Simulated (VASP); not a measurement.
# Sb in VASP: a series of runs

Aim: see how the results for Sb move with the level of theory and the settings. Levels: PBE, r2SCAN. Tasks: single point.

Program: VASP 6.6.1. These are calculated values, not measurements. Logs are shortened: lines on timing, memory, paths and dates and some standing lists are left out, and cuts for length are marked.

## Step 1: The cell of the first run

The cell holds a slab with vacuum, 2 atoms: a = 4.105 Å, b = 4.105 Å, c = 26.855 Å, α = 90.00°, β = 90.00°, γ = 120.00°.

## Step 2: Single point, PBE

Input file INCAR:

```
PREC     = Accurate       # precision mode
ENCUT    = 520            # plane-wave cutoff, eV
EDIFF    = 1E-7           # SCF threshold, eV
ISMEAR   = 0              # smearing method
SIGMA    = 0.01           # smearing width, eV
LREAL    = False          # projectors in reciprocal space
LASPH    = True           # aspherical terms in the spheres
NELM     = 60             # most SCF steps
ALGO     = Normal         # electronic algorithm
ISIF     = 2              # what is computed and relaxed
LWAVE    = False          # write WAVECAR
LCHARG   = False          # write CHGCAR
LDIPOL   = True         
IDIPOL   = 3            
DIPOL    = 0.5 0.5 0.345
GGA      = PE             # functional
NBANDS   = 12             # bands
```

Input file KPOINTS:

```
Automatic mesh
0
Gamma
  12 12 1
```

Input file POSCAR:

```
Sb
1.0
    4.1051829711      0.0000000000      0.0000000000
   -2.0525914855      3.5551927401      0.0000000000
    0.0000000000      0.0000000000     26.8552477996
Sb
2
Direct
    0.3333333333      0.6666666667      0.3149797949
    0.6666666667      0.3333333333      0.3749272221
```

Potentials or basis: VASP PAW PBE potentials, release 64 (Sb).

Command:

```bash
$ cat potpaw_PBE.64/Sb/POTCAR > POTCAR
$ mpirun -np 1 vasp_std > vasp.out
```

OUTCAR:

```text
PREC = Accurate
   ENCUT = 520
   EDIFF = 1E-7
   ISMEAR = 0
   LREAL = False
   LASPH = True
   NELM = 60
   ISIF = 2
   GGA = PE

 ion  position               nearest neighbor table
   1  0.333  0.667  0.315-   2 2.87   2 2.87   2 2.87
   2  0.667  0.333  0.375-   1 2.87   1 2.87   1 2.87

  LATTYP: Found a hexagonal cell.
 ALAT       =     4.1051829711
 C/A-ratio  =     6.5417907043

  Lattice vectors:

 A1 = (   4.1051829711,   0.0000000000,   0.0000000000)
 A2 = (  -2.0525914855,   3.5551927401,   0.0000000000)
 A3 = (   0.0000000000,   0.0000000000,  26.8552477996)

Analysis of symmetry for initial positions (statically):
=====================================================================
 Subroutine PRICEL returns:
 Original cell was already a primitive cell.

 Routine SETGRP: Setting up the symmetry group for a
 hexagonal supercell.

 Subroutine GETGRP returns: Found 12 space group operations
 (whereof  6 operations were pure point group operations)
 out of a pool of 24 trial point group operations.

The static configuration has the point symmetry C_3v.
 The point group associated with its full space group is D_3d.

Analysis of symmetry for dynamics (positions and initial velocities):
=====================================================================
 Subroutine PRICEL returns:
 Original cell was already a primitive cell.

 Routine SETGRP: Setting up the symmetry group for a
 hexagonal supercell.

 Subroutine GETGRP returns: Found 12 space group operations
 (whereof  6 operations were pure point group operations)
 out of a pool of 24 trial point group operations.

The dynamic configuration has the point symmetry C_3v.
 The point group associated with its full space group is D_3d.

 Subroutine INISYM returns: Found 12 space group operations
 (whereof  6 operations are pure point group operations),
 and found     1 'primitive' translations

----------------------------------------------------------------------------------------

                                     Primitive cell

  volume of cell :     391.9447

  direct lattice vectors                    reciprocal lattice vectors
     4.105182971  0.000000000  0.000000000     0.243594502  0.140639351  0.000000000
    -2.052591485  3.555192740  0.000000000     0.000000000  0.281278702  0.000000000
     0.000000000  0.000000000 26.855247800     0.000000000  0.000000000  0.037236670

  length of vectors
     4.105182971  4.105182971 26.855247800     0.281278702  0.281278702  0.037236670

  position of ions in fractional coordinates (direct lattice)
     0.333333333  0.666666667  0.314979795
     0.666666667  0.333333333  0.374927222

  ion indices of the primitive-cell ions
   primitive index   ion index
                 1           1
                 2           2

----------------------------------------------------------------------------------------

 KPOINTS: Automatic mesh

Automatic generation of k-mesh.
 Grid dimensions read from file:
 generate k-points for:   12   12    1

 Generating k-lattice:

  Cartesian coordinates                     Fractional coordinates (reciprocal lattice)
     0.020299542  0.011719946  0.000000000     0.083333333 -0.000000000  0.000000000
     0.000000000  0.023439892  0.000000000     0.000000000  0.083333333  0.000000000
     0.000000000  0.000000000  0.037236670     0.000000000  0.000000000  1.000000000

  Length of vectors
     0.023439892  0.023439892  0.037236670

  Shift w.r.t. Gamma in fractional coordinates (k-lattice)
     0.000000000  0.000000000  0.000000000

 Subroutine IBZKPT returns following result:
 ===========================================

 Found     19 irreducible k-points:

 Following reciprocal coordinates:
            Coordinates               Weight
  0.000000  0.000000  0.000000      1.000000
  0.083333 -0.000000  0.000000      6.000000
  0.166667 -0.000000  0.000000      6.000000
  0.250000 -0.000000  0.000000      6.000000
  0.333333 -0.000000  0.000000      6.000000
  0.416667 -0.000000  0.000000      6.000000
[... 11 lines left out ...]
  0.333333  0.250000  0.000000     12.000000
  0.333333  0.333333  0.000000      2.000000
   k-points           NKPTS =     19   k-points in BZ     NKDIM =     19   number of bands    NBANDS=     12
   number of dos      NEDOS =    301   number of ions     NIONS =      2
   total plane-waves  NPLWV = 204800
   dimension x,y,z NGX =    32 NGY =   32 NGZ =  200
   dimension x,y,z NGXF=    64 NGYF=   64 NGZF=  400
   ions per type =               2
   NGX,Y,Z   is equivalent  to a cutoff of  12.96, 12.96, 12.38 a.u.
   NGXF,Y,Z  is equivalent  to a cutoff of  25.92, 25.92, 24.76 a.u.
 SYSTEM =  unknown system
   PREC   = accura    normal or accurate (medium, high low for compatibility)
   ISTART =      0    job   : 0-new  1-cont  2-samecut
   ICHARG =      2    charge: 1-file 2-atom 10-const
   ISPIN  =      1    spin polarized calculation?
   LNONCOLLINEAR =      F non collinear calculations
   LSORBIT =      F    spin-orbit coupling
   LASPH  =      T    aspherical Exc in radial PAW
   ENCUT  =  520.0 eV  38.22 Ry    6.18 a.u.   7.63  7.63 49.93*2*pi/ulx,y,z
   NELM   =     60;   NELMIN=  2; NELMDL= -5     # of ELM steps
   EDIFF  = 0.1E-06   stopping-criterion for ELM
   LREAL  =      F    real-space projection
   EDIFFG = 0.1E-05   stopping-criterion for IOM
   NSW    =      0    number of steps for IOM
   IBRION =     -1    ionic relax: 0-MD 1-quasi-New 2-CG
   NFREE  =      0    steps in history (QN), initial steepest desc. (CG)
   ISIF   =      2    stress and relaxation
   ISYM   =      2    0-nonsym 1-usesym 2-fastsym
   POTIM  = 0.5000    time-step for ionic-motion
   TEBEG  =    0.0;   TEEND  =   0.0 temperature during run
   PSTRESS=    0.0 pullay stress
   NELECT =      10.0000    total number of electrons
   NUPDOWN=      -1.0000    fix difference up-down
   EMIN   =  10.00;   EMAX   =-10.00  energy-range for DOS
   EFERMI =   0.00;   METHOD = LEGACY
   ISMEAR =     0;   SIGMA  =   0.01  broadening in eV -4-tet -1-fermi 0-gaus
   EFERMI_NEDOS =   21; number of points for ismear=-14 and -15
   IALGO  =     38    algorithm
   IMIX   =      4    mixing-type and parameters
     AMIX     =   0.40;   BMIX     =  1.00
     AMIX_MAG =   1.60;   BMIX_MAG =  1.00
  volume/ion in A,a.u.               =     195.97      1322.49
  Fermi-wavevector in a.u.,A,eV,Ry     =   0.481948  0.910749  3.160274  0.232274
  Thomas-Fermi vector in A             =   1.480314
   LORBIT       =      0    0 simple, 1 ext, 2 COOP (PROOUT), +10 PAW based schemes
   GGA     = PE    functional components
   LHFCALC =     F    Hartree Fock is set to
   AEXX    =    0.0000 exact exchange contribution
   IVDW    =     0    specifies the selected vdW correction
   LEPSILON=     F    determine dielectric tensor
   LRPA    =     F    only Hartree local field effects (RPA)
 non-spin polarized calculation
 Gauss-broadening in eV      SIGMA  =   0.01
  energy-cutoff  :      520.00
  volume of cell :      391.94
 maximum number of plane-waves:     10595
 NGX is ok and might be reduce to    32
   NGX = 15   NGY = 15   NGZ = 99

 dipolmoment           0.000000      0.000000      0.000000 electrons x Angstroem

 number of electron      10.0000000 magnetization

 dipolmoment           0.000000      0.000000     -0.000000 electrons x Angstroem

 Free energy of the ion-electron system (eV)
  ---------------------------------------------------
  ext. energy  EPLUGINS =         0.00000000
  ---------------------------------------------------
  free energy    TOTEN  =        -8.09919144 eV

  energy without entropy =       -8.09919144  energy(sigma->0) =       -8.09919144

 E-fermi :  -3.1117     XC(G=0):  -2.0032

 val. band max:       -3.1828645014   @ k =   0.0000   0.0000   0.0000
 cond. band min:      -1.8186934561   @ k =   0.3333  -0.0000   0.0000
 fundamental gap:      1.3641710453
 Fermi energy:        -3.1116854943

 k-point     1 :       0.0000    0.0000    0.0000
  band No.  band energies     occupation
      1     -14.5080      2.00000
      2      -9.3370      2.00000
      3      -3.6439      2.00000
      4      -3.1829      2.00000
      5      -3.1829      2.00000
      6      -1.5791      0.00000
      7      -0.3111      0.00000
      8      -0.3111      0.00000
      9       1.2103      0.00000
     10       1.4869      0.00000
     11       1.9467      0.00000
     12       2.2424      0.00000

 k-point     2 :       0.0833   -0.0000    0.0000
  band No.  band energies     occupation
      1     -14.4333      2.00000
      2      -9.3356      2.00000
      3      -3.9156      2.00000
      4      -3.6119      2.00000
      5      -3.3547      2.00000
      6      -1.0646      0.00000
      7      -0.3988      0.00000
      8      -0.1378      0.00000
      9       1.3072      0.00000
     10       1.5693      0.00000
     11       2.0279      0.00000
     12       2.3263      0.00000

 k-point     3 :       0.1667   -0.0000    0.0000
  band No.  band energies     occupation
      1     -14.2115      2.00000
      2      -9.3688      2.00000
      3      -4.9884      2.00000
      4      -3.7366      2.00000
      5      -3.5501      2.00000
      6      -1.3339      0.00000
      7       0.2047      0.00000
      8       0.2052      0.00000
      9       1.5487      0.00000
     10       1.8089      0.00000
     11       2.2614      0.00000
     12       2.5670      0.00000
[... 211 lines left out ...]
 k-point    18 :       0.3333    0.2500    0.0000
  band No.  band energies     occupation
      1     -12.1591      2.00000
      2     -11.1660      2.00000
      3      -6.5526      2.00000
      4      -5.2554      2.00000
      5      -4.5335      2.00000
      6      -1.3416      0.00000
      7       0.2007      0.00000
      8       0.6586      0.00000
      9       3.1283      0.00000
     10       3.7547      0.00000
     11       4.0245      0.00000
     12       4.3336      0.00000

 k-point    19 :       0.3333    0.3333    0.0000
  band No.  band energies     occupation
      1     -11.6527      2.00000
      2     -11.6527      2.00000
      3      -6.7285      2.00000
      4      -4.8846      2.00000
      5      -4.8846      2.00000
      6      -1.5406      0.00000
      7       0.5797      0.00000
      8       0.5797      0.00000
      9       3.5337      0.00000
     10       4.1501      0.00000
     11       4.1501      0.00000
     12       4.6053      0.00000

------------------------ aborting loop because EDIFF is reached ----------------------------------------

 vacuum level on the upper side and lower side of the slab       (xc-potential included)        -0.016        -0.016

  FORCE on cell =-STRESS in cart. coord.  units (eV):
  Direction    XX          YY          ZZ          XY          YZ          ZX
  --------------------------------------------------------------------------------------
  -------------------------------------------------------------------------------------
  Total        0.3991605      0.3991605      0.5899027      0.0000000      0.0000000     -0.0000000
  in kB        1.6316739      1.6316739      2.4113826      0.0000000      0.0000000     -0.0000000
  external PRESSURE =       1.8915768 kB  Pullay stress =       0.0000000 kB

 VOLUME and BASIS-vectors are now :
 -----------------------------------------------------------------------------
  energy-cutoff  :      520.00
  volume of cell :      391.94
      direct lattice vectors                 reciprocal lattice vectors
     4.105182971  0.000000000  0.000000000     0.243594502  0.140639351  0.000000000
    -2.052591485  3.555192740  0.000000000     0.000000000  0.281278702  0.000000000
     0.000000000  0.000000000 26.855247800     0.000000000  0.000000000  0.037236670

 POSITION                                       TOTAL-FORCE (eV/Angst)
 -----------------------------------------------------------------------------------
     -0.00000      2.37013      8.45886        -0.000000     -0.000000     -0.367759
      2.05259      1.18506     10.06876         0.000000      0.000000      0.367759
 -----------------------------------------------------------------------------------
    total drift:                               -0.000000      0.000000     -0.000000

  FREE ENERGIE OF THE ION-ELECTRON SYSTEM (eV)
  ---------------------------------------------------
  free  energy   TOTEN  =        -8.0991914369 eV

  energy  without entropy=       -8.0991914369  energy(sigma->0) =       -8.09919144

 vacuum level on the upper side and lower side of the slab         1.748         1.748
```

It took 69 s on 1 thread of Intel Xeon 6975P-C (Granite Rapids), shared host; peak memory 0.48 GiB.

Results:

```
Free energy            : -8.0992 eV
Largest force          : 0.368 eV/Å
Band gap on the k mesh : 1.36 eV, indirect (least direct gap 1.60 eV)
```

Forces on the atoms (eV/Å):
```
Sb   0.000  0.000 -0.368
Sb   0.000  0.000  0.368
```

Caveat: spin-orbit coupling is left out, which moves the levels of the heavy elements.

## Step 3: Single point, r2SCAN

POSCAR is that of step 2.

Input file INCAR.step1:

```
ALGO = Normal
DIPOL = 0.5 0.5 0.345
EDIFF = 1E-4
ENCUT = 520
GGA = PE
IDIPOL = 3
ISMEAR = 0
LASPH = True
LCHARG = False
LDIPOL = True
LREAL = False
LWAVE = True
NBANDS = 12
NELM = 80
PREC = Accurate
SIGMA = 0.01
```

Input file INCAR.step2:

```
ALGO = Normal
DIPOL = 0.5 0.5 0.345
EDIFF = 1E-6
ENCUT = 520
IDIPOL = 3
ISIF = 2
ISMEAR = 0
ISTART = 1
LASPH = True
LCHARG = False
LDIPOL = True
LMIXTAU = True
LREAL = False
LWAVE = False
METAGGA = R2SCAN
NBANDS = 12
NELM = 80
PREC = Accurate
SIGMA = 0.01
```

Input file KPOINTS:

```
k-points
0
Gamma
  12 12 1
```

Potentials or basis: VASP PAW PBE potentials, release 64 (Sb).

Command:

```bash
$ cat potpaw_PBE.64/Sb/POTCAR > POTCAR
$ cp INCAR.step1 INCAR
$ mpirun -np 1 vasp_std > vasp.out
$ cp INCAR.step2 INCAR
$ mpirun -np 1 vasp_std > vasp.out
```

OUTCAR:

```text
EDIFF = 1E-6
   ENCUT = 520
   ISIF = 2
   ISMEAR = 0
   ISTART = 1
   LASPH = True
   LREAL = False
   METAGGA = R2SCAN
   NELM = 80
   PREC = Accurate

 ion  position               nearest neighbor table
   1  0.333  0.667  0.315-   2 2.87   2 2.87   2 2.87
   2  0.667  0.333  0.375-   1 2.87   1 2.87   1 2.87

  LATTYP: Found a hexagonal cell.
 ALAT       =     4.1051829711
 C/A-ratio  =     6.5417907043

  Lattice vectors:

 A1 = (   4.1051829711,   0.0000000000,   0.0000000000)
[... 473 lines left out ...]

  FORCE on cell =-STRESS in cart. coord.  units (eV):
  Direction    XX          YY          ZZ          XY          YZ          ZX
  --------------------------------------------------------------------------------------
  -------------------------------------------------------------------------------------
  Total       -0.0142067     -0.0142067      0.1934985     -0.0000000      0.0000000      0.0000000
  in kB       -0.0580736     -0.0580736      0.7909760     -0.0000000      0.0000000      0.0000000
  external PRESSURE =       0.2249430 kB  Pullay stress =       0.0000000 kB

 VOLUME and BASIS-vectors are now :
 -----------------------------------------------------------------------------
  energy-cutoff  :      520.00
  volume of cell :      391.94
      direct lattice vectors                 reciprocal lattice vectors
     4.105182971  0.000000000  0.000000000     0.243594502  0.140639351  0.000000000
    -2.052591485  3.555192740  0.000000000     0.000000000  0.281278702  0.000000000
     0.000000000  0.000000000 26.855247800     0.000000000  0.000000000  0.037236670

 POSITION                                       TOTAL-FORCE (eV/Angst)
 -----------------------------------------------------------------------------------
     -0.00000      2.37013      8.45886        -0.000000      0.000000     -0.121755
      2.05259      1.18506     10.06876         0.000000      0.000000      0.121755
 -----------------------------------------------------------------------------------
    total drift:                                0.000000     -0.000000     -0.000008

  FREE ENERGIE OF THE ION-ELECTRON SYSTEM (eV)
  ---------------------------------------------------
  free  energy   TOTEN  =       -51.2275440882 eV

  energy  without entropy=      -51.2275440882  energy(sigma->0) =      -51.22754409

 vacuum level on the upper side and lower side of the slab         1.762         1.761
```

Run time: 4.1 min. Hardware: 1 thread of Intel Xeon 6975P-C (Granite Rapids), shared host; peak memory 0.51 GiB.

Results:

```yaml
Free_energy: -51.2275 eV
Largest_force: 0.122 eV/Å
Band_gap_on_the_k_mesh: 1.62 eV, indirect (least direct gap 2.00 eV)
```

Forces in eV/Å, atoms in the order of the input:
```
Sb   0.000  0.000 -0.122
Sb   0.000  0.000  0.122
```

Levels at points of the mesh, in eV from the valence-band top:
```tsv
k point	band 3	band 4	band 5	band 6	band 7	band 8
(0.00, 0.00, 0.00)	-0.44	0.00	0.00	2.00	3.07	3.07
(0.50, 0.00, 0.00)	-2.95	-1.65	-1.38	1.95	2.89	3.98
```

Caveat: the PAW data sets were made with another functional, which shifts forces and pressure a little; spin-orbit coupling is left out, which moves the levels of the heavy elements.
